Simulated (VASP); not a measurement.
# Mg3Cd2Te3 (P4/mmm) in VASP: notebook, part 2 of 2

VASP 6.6.1. The steps go on from the part before.

### 4 Single point, PBE

This run uses another cell than the first one, of 27.89 Å³/atom.

The input, INCAR:

```
PREC     = Accurate       # precision mode
ENCUT    = 520            # plane-wave cutoff, eV
EDIFF    = 1E-6           # SCF threshold, eV
ISMEAR   = 0              # smearing method
SIGMA    = 0.2            # smearing width, eV
LREAL    = False          # projectors in reciprocal space
LASPH    = True           # aspherical terms in the spheres
NELM     = 60             # most SCF steps
ALGO     = Fast           # electronic algorithm
ISIF     = 2              # what is computed and relaxed
LWAVE    = False          # write WAVECAR
LCHARG   = False          # write CHGCAR
GGA      = PE             # functional
NBANDS   = 34             # bands
```

The input, KPOINTS:

```
regular mesh
0
Gamma
  6 6 2
```

The input, POSCAR:

```
Mg3Cd2Te3
1.0
    4.1786206583      0.0000000000      0.0000000000
    0.0000000000      4.1786206583      0.0000000000
    0.0000000000      0.0000000000     12.7794015309
Mg Cd Te
3 2 3
Direct
    0.5000000000      0.5000000000      0.7734928140
    0.0000000000      0.0000000000      0.0000000000
    0.5000000000      0.5000000000      0.2265071860
    0.0000000000      0.5000000000      0.5000000000
    0.5000000000      0.0000000000      0.5000000000
    0.0000000000      0.0000000000      0.7591657416
    0.5000000000      0.5000000000      0.0000000000
    0.0000000000      0.0000000000      0.2408342584
```

Potentials or basis: VASP PAW PBE potentials, release 64 (Mg, Cd, Te).

Launch:

```bash
$ cat potpaw_PBE.64/Mg/POTCAR potpaw_PBE.64/Cd/POTCAR potpaw_PBE.64/Te/POTCAR > POTCAR
$ mpirun -np 1 vasp_std > vasp.out
```

OUTCAR:

```text
PREC = Accurate
   ENCUT = 520
   EDIFF = 1E-6
   ISMEAR = 0
   LREAL = False
   LASPH = True
   NELM = 60
   ISIF = 2
   GGA = PE

 ion  position               nearest neighbor table
   1  0.500  0.500  0.773-   7 2.89   6 2.96   6 2.96   6 2.96   6 2.96
   2  0.000  0.000  0.000-   7 2.95   7 2.95   7 2.95   7 2.95   8 3.08   6 3.08
   3  0.500  0.500  0.227-   7 2.89   8 2.96   8 2.96   8 2.96   8 2.96
   4  0.000  0.500  0.500-   5 2.95   5 2.95   5 2.95   5 2.95
   5  0.500  0.000  0.500-   4 2.95   4 2.95   4 2.95   4 2.95
   6  0.000  0.000  0.759-   1 2.96   1 2.96   1 2.96   1 2.96   2 3.08
   7  0.500  0.500  0.000-   1 2.89   3 2.89   2 2.95   2 2.95   2 2.95   2 2.95
   8  0.000  0.000  0.241-   3 2.96   3 2.96   3 2.96   3 2.96   2 3.08

  LATTYP: Found a simple tetragonal cell.
 ALAT       =     4.1786206583
 C/A-ratio  =     3.0582822840

  Lattice vectors:

 A1 = (   4.1786206583,   0.0000000000,   0.0000000000)
 A2 = (   0.0000000000,   4.1786206583,   0.0000000000)
 A3 = (   0.0000000000,   0.0000000000,  12.7794015309)

Analysis of symmetry for initial positions (statically):
=====================================================================
 Subroutine PRICEL returns:
 Original cell was already a primitive cell.

 Routine SETGRP: Setting up the symmetry group for a
 simple tetragonal supercell.

 Subroutine GETGRP returns: Found 16 space group operations
 (whereof 16 operations were pure point group operations)
 out of a pool of 16 trial point group operations.

The static configuration has the point symmetry D_4h.

Analysis of symmetry for dynamics (positions and initial velocities):
=====================================================================
 Subroutine PRICEL returns:
 Original cell was already a primitive cell.

[... 136 lines left out ...]
  Fermi-wavevector in a.u.,A,eV,Ry     =   0.980911  1.853654 13.091351  0.962187
  Thomas-Fermi vector in A             =   2.111878
   LORBIT       =      0    0 simple, 1 ext, 2 COOP (PROOUT), +10 PAW based schemes
   GGA     = PE    functional components
   LHFCALC =     F    Hartree Fock is set to
   AEXX    =    0.0000 exact exchange contribution
   IVDW    =     0    specifies the selected vdW correction
   LEPSILON=     F    determine dielectric tensor
   LRPA    =     F    only Hartree local field effects (RPA)
 non-spin polarized calculation
 RMM-DIIS sequential band-by-band and
 Gauss-broadening in eV      SIGMA  =   0.20
  energy-cutoff  :      520.00
  volume of cell :      223.14
 maximum number of plane-waves:      6044
 NGX is ok and might be reduce to    32
   NGX = 15   NGY = 15   NGZ = 47

 number of electron      48.0000015 magnetization

 Free energy of the ion-electron system (eV)
  ---------------------------------------------------
  ext. energy  EPLUGINS =         0.00000000
  ---------------------------------------------------
  free energy    TOTEN  =       -19.45885409 eV

  energy without entropy =      -19.43800806  energy(sigma->0) =      -19.44843107

 E-fermi :   4.0786     XC(G=0):  -9.0384

 val. band max:        4.0752153221   @ k =   0.5000   0.5000   0.5000
 cond. band min:       4.1534074511   @ k =   0.5000   0.3333   0.5000
 fundamental gap:      0.0781921290
 Fermi energy:         4.0785805047

 k-point     1 :       0.0000    0.0000    0.0000
  band No.  band energies     occupation
      1      -8.0820      2.00000
      2      -7.4996      2.00000
      3      -7.0982      2.00000
      4      -5.3619      2.00000
      5      -5.1211      2.00000
      6      -5.0160      2.00000
[... 729 lines left out ...]
     33       7.2009      0.00000
     34       7.6355      0.00000

------------------------ aborting loop because EDIFF is reached ----------------------------------------

  FORCE on cell =-STRESS in cart. coord.  units (eV):
  Direction    XX          YY          ZZ          XY          YZ          ZX
  --------------------------------------------------------------------------------------
  -------------------------------------------------------------------------------------
  Total       -0.0411659     -0.0411659     -0.0559234      0.0000000     -0.0000000      0.0000000
  in kB       -0.2955776     -0.2955776     -0.4015393      0.0000000     -0.0000000      0.0000000
  external PRESSURE =      -0.3308982 kB  Pullay stress =       0.0000000 kB

 VOLUME and BASIS-vectors are now :
 -----------------------------------------------------------------------------
  energy-cutoff  :      520.00
  volume of cell :      223.14
      direct lattice vectors                 reciprocal lattice vectors
     4.178620658  0.000000000  0.000000000     0.239313420  0.000000000  0.000000000
     0.000000000  4.178620658  0.000000000     0.000000000  0.239313420  0.000000000
     0.000000000  0.000000000 12.779401531     0.000000000  0.000000000  0.078250926

 POSITION                                       TOTAL-FORCE (eV/Angst)
 -----------------------------------------------------------------------------------
      2.08931      2.08931      9.88478         0.000000     -0.000000      0.003933
      0.00000      0.00000      0.00000        -0.000000      0.000000      0.000000
      2.08931      2.08931      2.89463        -0.000000     -0.000000     -0.003933
      0.00000      2.08931      6.38970        -0.000000      0.000000      0.000000
      2.08931      0.00000      6.38970        -0.000000      0.000000      0.000000
      0.00000      0.00000      9.70168         0.000000      0.000000     -0.010601
      2.08931      2.08931      0.00000        -0.000000      0.000000      0.000000
      0.00000      0.00000      3.07772        -0.000000      0.000000      0.010601
 -----------------------------------------------------------------------------------
    total drift:                                0.000000     -0.000000      0.000000

  FREE ENERGIE OF THE ION-ELECTRON SYSTEM (eV)
  ---------------------------------------------------
  free  energy   TOTEN  =       -19.4588540917 eV

  energy  without entropy=      -19.4380080561  energy(sigma->0) =      -19.44843107
```

OSZICAR:

```text
N       E                     dE             d eps       ncg     rms          rms(c)
DAV:   1     0.248682022127E+03    0.24868E+03   -0.19559E+04  1368   0.118E+03
DAV:   2    -0.408484928240E+01   -0.25277E+03   -0.23910E+03  1548   0.251E+02
DAV:   3    -0.200894010775E+02   -0.16005E+02   -0.15860E+02  1596   0.620E+01
DAV:   4    -0.203196313206E+02   -0.23023E+00   -0.23006E+00  1638   0.693E+00
DAV:   5    -0.203235760558E+02   -0.39447E-02   -0.39445E-02  1640   0.890E-01    0.660E+00
RMM:   6    -0.195908261355E+02    0.73275E+00   -0.93052E-01  1403   0.376E+00    0.426E+00
RMM:   7    -0.194636217800E+02    0.12720E+00   -0.67483E-01  1535   0.221E+00    0.169E+00
RMM:   8    -0.194601479453E+02    0.34738E-02   -0.38468E-02  1533   0.108E+00    0.604E-01
RMM:   9    -0.194589939674E+02    0.11540E-02   -0.59924E-03  1604   0.413E-01    0.126E-01
RMM:  10    -0.194588534307E+02    0.14054E-03   -0.18572E-03  1547   0.199E-01    0.736E-02
RMM:  11    -0.194588666857E+02   -0.13255E-04   -0.28288E-04  1665   0.706E-02    0.274E-02
RMM:  12    -0.194588565254E+02    0.10160E-04   -0.11840E-04  1563   0.475E-02    0.242E-02
RMM:  13    -0.194588553705E+02    0.11550E-05   -0.13283E-05  1429   0.175E-02    0.112E-02
RMM:  14    -0.194588538401E+02    0.15304E-05   -0.80107E-06  1336   0.939E-03    0.127E-02
RMM:  15    -0.194588540917E+02   -0.25165E-06   -0.99268E-07   948   0.451E-03
   1 F= -.19458854E+02 E0= -.19448431E+02  d E =-.208460E-01
```

stdout:

```text
POSCAR found type information on POSCAR MgCdTe
 POSCAR found :  3 types and       8 ions
 scaLAPACK will be used
 LDA part: xc-table for (Slater+PW92), standard interpolation
 POSCAR, INCAR and KPOINTS ok, starting setup
 FFT: planning ... GRIDC
 FFT: planning ... GRID_SOFT
 FFT: planning ... GRID
 WAVECAR not read
 entering main loop
```

Wall time 63 s (1 thread of Intel Xeon 6975P-C (Granite Rapids), shared host); peak memory 0.39 GiB.

What came out:

* Free energy: -19.4589 eV
* Pressure: 0.0 GPa
* Largest force: 0.011 eV/Å
* Band gap on the k mesh: zero (bands 24 and 25 overlap by 1.68 eV)

Forces on the atoms (eV/Å):
```
Mg   0.000  0.000  0.004
Mg   0.000  0.000  0.000
Mg   0.000  0.000 -0.004
Cd   0.000  0.000  0.000
Cd   0.000  0.000  0.000
Te   0.000  0.000 -0.011
Te   0.000  0.000  0.000
Te   0.000  0.000  0.011
```

Levels at points of the mesh, in eV from the Fermi level:
```
           k point  band 21  band 22  band 23  band 24  band 25  band 26  band 27  band 28
(0.00, 0.00, 0.00)    -1.85    -1.32    -1.32     0.11     1.05     1.50     1.75     2.32
(0.50, 0.00, 0.00)    -1.51    -1.33    -1.28    -0.96     1.55     2.08     2.51     2.88
(0.50, 0.50, 0.00)    -2.98    -2.04    -1.63    -0.93    -0.93    -0.64     0.09     0.24
(0.00, 0.00, 0.50)    -1.29    -1.29    -1.29    -0.02     0.21     1.28     2.40     2.55
(0.50, 0.00, 0.50)    -1.79    -1.51    -1.31    -1.30     1.00     2.78     2.80     2.84
(0.50, 0.50, 0.50)    -2.72    -2.52    -1.41    -1.03    -1.03    -0.72     0.00     0.95
```

Caveat: spin-orbit coupling is left out, which moves the levels of the heavy elements.

### 5 Overview

```csv
cell,k mesh,gap on the mesh (eV),pressure (GPa),largest force (eV/Å)
"a = 3.983, b = 3.983, c = 12.972 Å, 8 atoms, atomic positions A",5 × 5 × 2,none,0.1,0.03
"a = 4.212, b = 4.212, c = 12.533 Å, 8 atoms, atomic positions B",4 × 4 × 2,none,0.2,0.02
"a = 4.179, b = 4.179, c = 12.779 Å, 8 atoms, atomic positions C",6 × 6 × 2,none,0.0,0.01
```

Alike in all rows: task single point; level PBE; potentials or basis VASP PAW PBE potentials, release 64 (Mg, Cd, Te); no spin polarisation; cutoff (eV) 520; smearing gaussian 0.2 eV.

Caveats: some runs use coarse meshes; spin-orbit coupling is left out, which moves the levels of the heavy elements.

Total energies depend on the potentials used, so only differences within one code and one set of settings carry meaning.
